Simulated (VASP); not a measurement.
# Al2Cu (P1) in VASP: single point with PBEsol

Aim: the single point of Al2Cu with PBEsol.

Everything below comes from runs of VASP 6.6.1. Logs are shortened: lines on timing, memory, paths and dates and some standing lists are left out, and cuts for length are marked.

## 1. The cell of the first run

The typed cell holds 9 atoms: a = 4.084 Å, b = 2.846 Å, c = 12.293 Å, α = 92.65°, β = 86.19°, γ = 90.00°.

## 2. Single point, PBEsol

INCAR

```
SYSTEM = Al2Cu
  PREC = Accurate
  ENCUT = 520
  EDIFF = 1E-6
  ISMEAR = 0
  SIGMA = 0.15
  LREAL = .FALSE.
  LASPH = .TRUE.
  NELM = 100
  ALGO = Fast
  ISIF = 2
  LWAVE = .FALSE.
  LCHARG = .TRUE.
  GGA = PS
  LELF = .TRUE.
  LVHAR = .TRUE.
  NBANDS = 36
```

KPOINTS

```
regular mesh
0
G
  11 16 4
  0 0 0
```

POSCAR

```
Al2Cu
1.0
    0.0000000000     -4.0841721958      0.0000000000
    0.0000000000      0.0000000000     -2.8463947559
   12.2525165873     -0.8168344392      0.5692789512
Al Cu
6 3
Direct
   -0.0166633333      0.5166633333      0.0833166667
   -0.0833300000      0.5833300000      0.4166500000
   -0.1499966667      0.6499966667      0.7499833333
    0.3166700000      0.6833300000      0.9166500000
    0.4500033333      0.5499966667      0.2499833333
    0.3833366667      0.6166633333      0.5833166667
    0.9500033333      0.0499966667      0.2499833333
    0.8833366667      0.1166633333      0.5833166667
    0.8166700000      0.1833300000      0.9166500000
```

Potentials or basis: VASP PAW PBE potentials, release 64 (Al, Cu).

The run is started by

```sh
$ cat potpaw_PBE.64/Al/POTCAR potpaw_PBE.64/Cu/POTCAR > POTCAR
$ mpirun -np 1 vasp_std > vasp.out
```

OUTCAR:

```text
SYSTEM = Al2Cu
   PREC = Accurate
   ENCUT = 520
   EDIFF = 1E-6
   ISMEAR = 0
   LREAL = .FALSE.
   LASPH = .TRUE.
   NELM = 100
   ISIF = 2
   GGA = PS

 ion  position               nearest neighbor table
   1  0.983  0.517  0.083-   9 2.36   4 2.45   7 2.49   7 2.49   5 2.89   5 2.89   9 2.97   4 3.29

   2  0.917  0.583  0.417-   7 2.49   8 2.49   7 2.49   8 2.49   5 2.89   6 2.89   5 2.89   6 2.89

   3  0.850  0.650  0.750-   8 2.49   8 2.49   9 2.49   9 2.49   6 2.89   6 2.89   4 2.89   4 2.89
[... 9 lines left out ...]
   8  0.883  0.117  0.583-   3 2.49   3 2.49   6 2.49   6 2.49   6 2.49   6 2.49   2 2.49   2 2.49

   9  0.817  0.183  0.917-   1 2.36   4 2.49   4 2.49   4 2.49   4 2.49   3 2.49   3 2.49   1 2.97

  LATTYP: Found a triclinic cell.
 ALAT       =     7.0063053709
 B/A-ratio  =     0.4062618749
 C/A-ratio  =     1.8852500572
 COS(alpha) =     0.0430989909
 COS(beta)  =     0.2513118458
 COS(gamma) =     0.8125237497

  Lattice vectors:

 A1 = (   0.0000000000,   4.0841721958,  -5.6927895118)
 A2 = (   0.0000000000,   0.0000000000,  -2.8463947559)
 A3 = ( -12.2525165873,   4.9010066350,  -0.5692789512)

Analysis of symmetry for initial positions (statically):
=====================================================================
 Subroutine PRICEL returns:
 Original cell was already a primitive cell.

 Routine SETGRP: Setting up the symmetry group for a
 triclinic supercell.

 Subroutine GETGRP returns: Found  1 space group operations
 (whereof  1 operations were pure point group operations)
 out of a pool of  2 trial point group operations.

The static configuration has the point symmetry C_1 .

Analysis of symmetry for dynamics (positions and initial velocities):
=====================================================================
 Subroutine PRICEL returns:
 Original cell was already a primitive cell.

 Routine SETGRP: Setting up the symmetry group for a
 triclinic supercell.

 Subroutine GETGRP returns: Found  1 space group operations
 (whereof  1 operations were pure point group operations)
 out of a pool of  2 trial point group operations.

The dynamic configuration has the point symmetry C_1 .

 Subroutine INISYM returns: Found  1 space group operations
 (whereof  1 operations are pure point group operations),
 and found     1 'primitive' translations

[... 113 lines left out ...]
   NFREE  =      0    steps in history (QN), initial steepest desc. (CG)
   ISIF   =      2    stress and relaxation
   ISYM   =      2    0-nonsym 1-usesym 2-fastsym
   POTIM  = 0.5000    time-step for ionic-motion
   TEBEG  =    0.0;   TEEND  =   0.0 temperature during run
   PSTRESS=    0.0 pullay stress
   NELECT =      51.0000    total number of electrons
   NUPDOWN=      -1.0000    fix difference up-down
   EMIN   =  10.00;   EMAX   =-10.00  energy-range for DOS
   EFERMI =   0.00;   METHOD = LEGACY
   ISMEAR =     0;   SIGMA  =   0.15  broadening in eV -4-tet -1-fermi 0-gaus
   EFERMI_NEDOS =   21; number of points for ismear=-14 and -15
   IALGO  =     68    algorithm
   IMIX   =      4    mixing-type and parameters
     AMIX     =   0.40;   BMIX     =  1.00
     AMIX_MAG =   1.60;   BMIX_MAG =  1.00
  volume/ion in A,a.u.               =      15.83       106.80
  Fermi-wavevector in a.u.,A,eV,Ry     =   1.162492  2.196792 18.386753  1.351388
  Thomas-Fermi vector in A             =   2.299053
   LORBIT       =      0    0 simple, 1 ext, 2 COOP (PROOUT), +10 PAW based schemes
   GGA     = PS    functional components
   LHFCALC =     F    Hartree Fock is set to
   AEXX    =    0.0000 exact exchange contribution
   IVDW    =     0    specifies the selected vdW correction
   LEPSILON=     F    determine dielectric tensor
   LRPA    =     F    only Hartree local field effects (RPA)
 non-spin polarized calculation
 RMM-DIIS sequential band-by-band and
 Gauss-broadening in eV      SIGMA  =   0.15
  energy-cutoff  :      520.00
  volume of cell :      142.44
 maximum number of plane-waves:      3856
   NGX = 15   NGY = 11   NGZ = 45

 number of electron      50.9999951 magnetization

 Free energy of the ion-electron system (eV)
  ---------------------------------------------------
  ext. energy  EPLUGINS =         0.00000000
  ---------------------------------------------------
  free energy    TOTEN  =       -37.23255760 eV

  energy without entropy =      -37.20222818  energy(sigma->0) =      -37.21739289

 E-fermi :   7.2778     XC(G=0): -10.5891

 val. band max:        7.2726589213   @ k =   0.2727   0.3125   0.2500
 cond. band min:       7.2787469285   @ k =  -0.0909   0.3750   0.2500
 fundamental gap:      0.0060880072
 Fermi energy:         7.2777536345

 k-point     1 :       0.0000    0.0000    0.0000
  band No.  band energies     occupation
      1      -3.3933      2.00000
      2      -2.5085      2.00000
      3      -2.4786      2.00000
      4       0.4486      2.00000
      5       0.5430      2.00000
      6       1.8251      2.00000
[... 925 lines left out ...]
     35      14.0311      0.00000
     36      14.5542      0.00000

 [... further k-points ...]

------------------------ aborting loop because EDIFF is reached ----------------------------------------

  FORCE on cell =-STRESS in cart. coord.  units (eV):
  Direction    XX          YY          ZZ          XY          YZ          ZX
  --------------------------------------------------------------------------------------
  -------------------------------------------------------------------------------------
  Total        3.2423310      1.7346458      0.0899526      1.4571245      0.4442551     -0.1088246
  in kB       36.4706456     19.5117817      1.0118116     16.3901437      4.9971055     -1.2240897
  external PRESSURE =      18.9980796 kB  Pullay stress =       0.0000000 kB

 VOLUME and BASIS-vectors are now :
 -----------------------------------------------------------------------------
  energy-cutoff  :      520.00
  volume of cell :      142.44
      direct lattice vectors                 reciprocal lattice vectors
     0.000000000 -4.084172196  0.000000000    -0.016323177 -0.244847659  0.000000000
     0.000000000  0.000000000 -2.846394756     0.016323177  0.000000000 -0.351321614
    12.252516587 -0.816834439  0.569278951     0.081615886  0.000000000  0.000000000

 POSITION                                       TOTAL-FORCE (eV/Angst)
 -----------------------------------------------------------------------------------
      1.02084     -4.08417     -1.42320         1.269551      0.623283      0.017031
      5.10501     -4.08417     -1.42320         0.015694      0.004859     -0.003091
      9.18918     -4.08417     -1.42320         0.100355     -0.050466     -0.000911
     11.23127     -2.04209     -1.42320        -1.038437     -0.846655     -0.264504
      3.06292     -2.04209     -1.42320         0.088854      0.011432     -0.017385
      7.14710     -2.04209     -1.42320        -0.051365      0.008840     -0.002347
      3.06292     -4.08417     -0.00000        -0.067722      0.035128     -0.008540
      7.14710     -4.08417      0.00000         0.031917     -0.009103      0.009978
     11.23127     -4.08417      0.00000        -0.348848      0.222682      0.269770
 -----------------------------------------------------------------------------------
    total drift:                                0.000026      0.000919      0.000343

  FREE ENERGIE OF THE ION-ELECTRON SYSTEM (eV)
  ---------------------------------------------------
  free  energy   TOTEN  =       -37.2325576033 eV

  energy  without entropy=      -37.2022281839  energy(sigma->0) =      -37.21739289
```

OSZICAR:

```text
N       E                     dE             d eps       ncg     rms          rms(c)
DAV:   1     0.325002316980E+03    0.32500E+03   -0.19814E+04 25488   0.154E+03
DAV:   2    -0.174551940163E+02   -0.34246E+03   -0.32731E+03 25576   0.325E+02
DAV:   3    -0.434044438306E+02   -0.25949E+02   -0.24322E+02 31592   0.118E+02
DAV:   4    -0.444054097334E+02   -0.10010E+01   -0.99174E+00 40936   0.230E+01
[... 10 lines left out ...]
RMM:  15    -0.372326153786E+02   -0.14123E-03   -0.11748E-03 36284   0.197E-01    0.755E-02
RMM:  16    -0.372325641701E+02    0.51208E-04   -0.21308E-04 30992   0.123E-01    0.229E-02
RMM:  17    -0.372325542032E+02    0.99670E-05   -0.10490E-04 33167   0.780E-02    0.159E-02
RMM:  18    -0.372325568241E+02   -0.26209E-05   -0.26241E-05 33446   0.296E-02    0.231E-02
RMM:  19    -0.372325576033E+02   -0.77923E-06   -0.44783E-06 25057   0.157E-02
   1 F= -.37232558E+02 E0= -.37217393E+02  d E =-.303294E-01
```

stdout:

```text
POSCAR found type information on POSCAR AlCu
 POSCAR found :  2 types and       9 ions
 scaLAPACK will be used
 -----------------------------------------------------------------------------
|                                                                             |
|                                                                             |
|     You enforced a specific xc type in the INCAR file but a different       |
|     I HOPE YOU KNOW WHAT YOU ARE DOING!                                     |
|                                                                             |
 -----------------------------------------------------------------------------

 LDA part: xc-table for (Slater+PW92), standard interpolation
 POSCAR, INCAR and KPOINTS ok, starting setup
 FFT: planning ... GRIDC
 FFT: planning ... GRID_SOFT
 FFT: planning ... GRID
 WAVECAR not read
 entering main loop
```

It took 26 min on 1 thread of Oxide Virtual Turin-like, shared host; peak memory 1.2 GiB.

Results:

- Free energy: -37.2326 eV
- Pressure: 1.9 GPa
- Largest force: 1.414 eV/Å
- Band gap on the k mesh: zero (an odd number of electrons rules out a gap without spin polarisation)

Forces on the atoms (eV/Å):
```
Al   1.270  0.623  0.017
Al   0.016  0.005 -0.003
Al   0.100 -0.050 -0.001
Al  -1.038 -0.847 -0.265
Al   0.089  0.011 -0.017
Al  -0.051  0.009 -0.002
Cu  -0.068  0.035 -0.009
Cu   0.032 -0.009  0.010
Cu  -0.349  0.223  0.270
```

Caveat: the PAW data sets were made with another functional, which shifts forces and pressure a little.
